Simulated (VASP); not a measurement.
# Ba (I4/mmm) in VASP: electric field gradients with PBE

Aim: the electric field gradients of Ba with PBE.

All numbers are computed with VASP 6.6.1; they aren't measurements. Logs are shortened: lines on timing, memory, paths and dates and some standing lists are left out, and cuts for length are marked.

## (1) The cell of the first run

The structure is tetragonal, space group I4/mmm (No. 139). The conventional cell has a = 5.051 Å, b = 5.051 Å, c = 4.900 Å, α = 90.00°, β = 90.00°, γ = 90.00°. Ba (site symmetry 4/mmm) has 14 Ba at 4.33 to 5.05 Å within 5.7 Å.

## (2) Electric field gradients, PBE, collinear spin

Input file INCAR:

```
PREC = Accurate
ENCUT = 520
EDIFF = 1E-8
ISMEAR = -1
SIGMA = 0.05
LREAL = False
LASPH = True
NELM = 150
ALGO = Normal
ISIF = 2
LWAVE = False
LCHARG = False
ISPIN = 2
MAGMOM = 2
LORBIT = 11
GGA = PE
LEFG = True
NBANDS = 15
```

Input file KPOINTS:

```
regular mesh
0
Gamma
  10 10 10
```

Input file POSCAR:

```
Ba
1.0
   -2.5253813615      2.5253813615      2.4500000000
    2.5253813615     -2.5253813615      2.4500000000
    2.5253813615      2.5253813615     -2.4500000000
Ba
1
Direct
    0.0000000000      0.0000000000      0.0000000000
```

Potentials or basis: VASP PAW PBE potentials, release 64 (Ba_sv).

Started as:

```
> cat potpaw_PBE.64/Ba_sv/POTCAR > POTCAR
> mpirun -np 1 vasp_std > vasp.out
```

OUTCAR:

```text
PREC = Accurate
   ENCUT = 520
   EDIFF = 1E-8
   ISMEAR = -1
   LREAL = False
   LASPH = True
   NELM = 150
   ISIF = 2
   ISPIN = 2
   LORBIT = 11
   GGA = PE

 ion  position               nearest neighbor table
   1  0.000  0.000  0.000-

  LATTYP: Found a body centered tetragonal cell.
 ALAT       =     5.0507627230
 C/A-ratio  =     0.9701505037

  Lattice vectors:

 A1 = (  -2.5253813615,   2.5253813615,   2.4500000000)
 A2 = (   2.5253813615,  -2.5253813615,   2.4500000000)
 A3 = (   2.5253813615,   2.5253813615,  -2.4500000000)

Analysis of symmetry for initial positions (statically):
=====================================================================
 Subroutine PRICEL returns:
 Original cell was already a primitive cell.

 Routine SETGRP: Setting up the symmetry group for a
 body centered tetragonal supercell.

 Subroutine GETGRP returns: Found 16 space group operations
 (whereof 16 operations were pure point group operations)
 out of a pool of 16 trial point group operations.

The static configuration has the point symmetry D_4h.

Analysis of symmetry for dynamics (positions and initial velocities):
=====================================================================
 Subroutine PRICEL returns:
 Original cell was already a primitive cell.

 Routine SETGRP: Setting up the symmetry group for a
 body centered tetragonal supercell.

 Subroutine GETGRP returns: Found 16 space group operations
 (whereof 16 operations were pure point group operations)
 out of a pool of 16 trial point group operations.

The dynamic configuration has the point symmetry D_4h.

Analysis of structural, dynamic, and magnetic symmetry:
=====================================================================
 Subroutine PRICEL returns:
 Original cell was already a primitive cell.

 Routine SETGRP: Setting up the symmetry group for a
 body centered tetragonal supercell.

 Subroutine GETGRP returns: Found 16 space group operations
 (whereof 16 operations were pure point group operations)
 out of a pool of 16 trial point group operations.

The overall configuration has the point symmetry D_4h.

 Subroutine INISYM returns: Found 16 space group operations
 (whereof 16 operations are pure point group operations),
 and found     1 'primitive' translations

----------------------------------------------------------------------------------------

                                     Primitive cell

  volume of cell :      62.5000

  direct lattice vectors                    reciprocal lattice vectors
    -2.525381362  2.525381362  2.450000000     0.000000000  0.197989899  0.204081633
     2.525381362 -2.525381362  2.450000000     0.197989899  0.000000000  0.204081633
     2.525381362  2.525381362 -2.450000000     0.197989899  0.197989899  0.000000000

  length of vectors
     4.331004738  4.331004738  4.331004738     0.284340136  0.284340136  0.280000000

  position of ions in fractional coordinates (direct lattice)
     0.000000000  0.000000000  0.000000000

  ion indices of the primitive-cell ions
   primitive index   ion index
                 1           1

----------------------------------------------------------------------------------------

 KPOINTS: regular mesh

Automatic generation of k-mesh.
 Grid dimensions read from file:
 generate k-points for:   10   10   10

 Generating k-lattice:

  Cartesian coordinates                     Fractional coordinates (reciprocal lattice)
     0.000000000  0.019798990  0.020408163     0.100000000 -0.000000000  0.000000000
     0.019798990  0.000000000  0.020408163    -0.000000000  0.100000000  0.000000000
     0.019798990  0.019798990  0.000000000     0.000000000  0.000000000  0.100000000

  Length of vectors
     0.028434014  0.028434014  0.028000000

  Shift w.r.t. Gamma in fractional coordinates (k-lattice)
     0.000000000  0.000000000  0.000000000

 Subroutine IBZKPT returns following result:
 ===========================================
[... 65 lines left out ...]
   IALGO  =     38    algorithm
   IMIX   =      4    mixing-type and parameters
     AMIX     =   0.40;   BMIX     =  1.00
     AMIX_MAG =   1.60;   BMIX_MAG =  1.00
  volume/ion in A,a.u.               =      62.50       421.77
  Fermi-wavevector in a.u.,A,eV,Ry     =   0.888754  1.679501 10.747016  0.789883
  Thomas-Fermi vector in A             =   2.010225
   LORBIT       =     11    0 simple, 1 ext, 2 COOP (PROOUT), +10 PAW based schemes
   GGA     = PE    functional components
   LHFCALC =     F    Hartree Fock is set to
   AEXX    =    0.0000 exact exchange contribution
   IVDW    =     0    specifies the selected vdW correction
   LEPSILON=     F    determine dielectric tensor
   LRPA    =     F    only Hartree local field effects (RPA)
 spin polarized calculation
  energy-cutoff  :      520.00
  volume of cell :       62.50
 maximum number of plane-waves:      1717
   NGX = 17   NGY = 17   NGZ = 17

 number of electron      10.0000000 magnetization       2.0000000

 number of electron       9.9999999 magnetization      -0.0000721

 number of electron       9.9999999 magnetization       0.0000088

 Free energy of the ion-electron system (eV)
  ---------------------------------------------------
  ext. energy  EPLUGINS =         0.00000000
  ---------------------------------------------------
  free energy    TOTEN  =        -1.91107370 eV

  energy without entropy =       -1.89979850  energy(sigma->0) =       -1.90543610

 E-fermi :   1.6632     XC(G=0):  -7.4341

 val. band max:        1.6564473226   @ k =   0.4000   0.3000   0.0000
 cond. band min:       1.6757913077   @ k =  -0.3000  -0.4000   0.1000
 fundamental gap:      0.0193439852
 Fermi energy:         1.6631856339

 spin component 1

 k-point     1 :       0.0000    0.0000    0.0000
  band No.  band energies     occupation
      1     -27.1973      1.00000
      2     -12.1428      1.00000
      3     -12.1428      1.00000
      4     -12.1416      1.00000
      5      -1.0816      1.00000
      6       3.3925      0.00000
      7       3.5785      0.00000
      8       3.5785      0.00000
      9       4.7847      0.00000
     10       5.0586      0.00000
     11       8.5545      0.00000
     12       8.5545      0.00000
     13       8.7986      0.00000
     14      13.8152      0.00000
[... 403 lines left out ...]
      4     -12.1998      1.00000
      5       1.6564      0.53366
      6       2.1448      0.00007
      7       2.3607      0.00000
      8       5.0471      0.00000
      9       5.2283      0.00000
     10       6.6829      0.00000
     11       7.7725      0.00000
     12       8.8219      0.00000
     13       9.8101      0.00000
     14      11.6825      0.00000
     15      12.0618      0.00000

 [... further k-points ...]

 spin component 2

 k-point     1 :       0.0000    0.0000    0.0000
  band No.  band energies     occupation
      1     -27.1973      1.00000
      2     -12.1428      1.00000
      3     -12.1428      1.00000
      4     -12.1416      1.00000
      5      -1.0816      1.00000
      6       3.3925      0.00000
      7       3.5785      0.00000
      8       3.5785      0.00000
      9       4.7847      0.00000
     10       5.0586      0.00000
     11       8.5545      0.00000
     12       8.5545      0.00000
     13       8.7986      0.00000
     14      13.8152      0.00000
[... 403 lines left out ...]
      4     -12.1998      1.00000
      5       1.6564      0.53364
      6       2.1448      0.00007
      7       2.3607      0.00000
      8       5.0471      0.00000
      9       5.2283      0.00000
     10       6.6829      0.00000
     11       7.7726      0.00000
     12       8.8219      0.00000
     13       9.8101      0.00000
     14      11.6826      0.00000
     15      12.0618      0.00000

 [... further k-points ...]

------------------------ aborting loop because EDIFF is reached ----------------------------------------

  FORCE on cell =-STRESS in cart. coord.  units (eV):
  Direction    XX          YY          ZZ          XY          YZ          ZX
  --------------------------------------------------------------------------------------
  -------------------------------------------------------------------------------------
  Total        0.0435391      0.0435391      0.1068083      0.0000000     -0.0000000      0.0000000
  in kB        1.1161167      1.1161167      2.7380137      0.0000000     -0.0000000      0.0000000
  external PRESSURE =       1.6567491 kB  Pullay stress =       0.0000000 kB

 VOLUME and BASIS-vectors are now :
 -----------------------------------------------------------------------------
  energy-cutoff  :      520.00
  volume of cell :       62.50
      direct lattice vectors                 reciprocal lattice vectors
    -2.525381362  2.525381362  2.450000000     0.000000000  0.197989899  0.204081633
     2.525381362 -2.525381362  2.450000000     0.197989899  0.000000000  0.204081633
     2.525381362  2.525381362 -2.450000000     0.197989899  0.197989899  0.000000000

 POSITION                                       TOTAL-FORCE (eV/Angst)
 -----------------------------------------------------------------------------------
      0.00000      0.00000      0.00000         0.000000      0.000000      0.000000
 -----------------------------------------------------------------------------------
    total drift:                                0.000000      0.000000     -0.000000

  FREE ENERGIE OF THE ION-ELECTRON SYSTEM (eV)
  ---------------------------------------------------
  free  energy   TOTEN  =        -1.9110737018 eV

  energy  without entropy=       -1.8997985029  energy(sigma->0) =       -1.90543610

 Electric field gradients (V/A^2)
---------------------------------------------------------------------
 ion       V_xx      V_yy      V_zz      V_xy      V_xz      V_yz
---------------------------------------------------------------------
   1      -0.313    -0.313     0.627     0.000     0.000     0.000
---------------------------------------------------------------------

 Electric field gradients after diagonalization (V/A^2)
 (convention: |V_zz| > |V_xx| > |V_yy|)
----------------------------------------------------------------------
 ion       V_xx      V_yy      V_zz     asymmetry (V_yy - V_xx)/ V_zz
----------------------------------------------------------------------
   1      -0.313    -0.313     0.627       0.000
----------------------------------------------------------------------

           NMR quadrupolar parameters

 Cq : quadrupolar parameter    Cq=e*Q*V_zz/h
 eta: asymmetry parameters     (V_yy - V_xx)/ V_zz
 Q  : nuclear electric quadrupole moment in mb (millibarn)
----------------------------------------------------------------------
 ion       Cq(MHz)       eta       Q (mb)
----------------------------------------------------------------------
   1       0.002       0.000       1.000
----------------------------------------------------------------------

 total charge

# of ion       s       p       d       tot
------------------------------------------
    1        2.069   5.549   0.278   7.896

 magnetization (x)

# of ion       s       p       d       tot
------------------------------------------
    1       -0.000   0.000   0.000   0.000
```

It took 5 min on 1 thread of AMD EPYC 7R43 (Zen 3), shared host; peak memory 0.26 GiB.

Results:

```
Free energy                                           : -1.9111 eV
Pressure                                              : 0.2 GPa
Band gap on the k mesh                                : zero (filled and empty bands overlap)
Net moment                                            : 0.00 μB per cell
Largest electric field gradient by atom               : Ba +0.6 V/Å²
Valence electrons inside the program's atomic spheres : Ba 7.90
```

Levels at points of the mesh, in eV from the Fermi level:
Spin up:
```
           k point  band 3  band 4  band 5  band 6  band 7  band 8
(0.00, 0.00, 0.00)  -13.81  -13.80   -2.74    1.73    1.92    1.92
(0.50, 0.00, 0.00)  -13.96  -13.81   -0.88    0.64    1.32    3.29
(0.50, 0.50, 0.00)  -13.95  -13.80   -0.90    0.83    1.22    3.07
(0.50, 0.50, 0.50)  -14.14  -14.11   -0.57   -0.52    4.30    4.30
```
Spin down:
```tsv
k point	band 1	band 2	band 3	band 4	band 5	band 6	band 7	band 8	band 9	band 10
(0.00, 0.00, 0.00)	-28.86	-13.81	-13.81	-13.80	-2.74	1.73	1.92	1.92	3.12	3.40
(0.50, 0.00, 0.00)	-28.82	-14.28	-13.96	-13.81	-0.88	0.64	1.32	3.29	3.90	5.28
(0.50, 0.50, 0.00)	-28.82	-14.28	-13.95	-13.80	-0.90	0.83	1.22	3.07	3.73	5.24
(0.50, 0.50, 0.50)	-28.78	-14.14	-14.14	-14.11	-0.57	-0.52	4.30	4.30	4.64	4.76
```

Electric field gradients, principal values (V/Å²):
```tsv
atom	least	middle	greatest (by size)
1 Ba	-0.313	-0.313	0.627
```

Caveat: without QUAD_EFG the Cq values of the log hold for a quadrupole moment of 1 mb, not for the nuclei; spin-orbit coupling is left out, which moves the levels of the heavy elements.
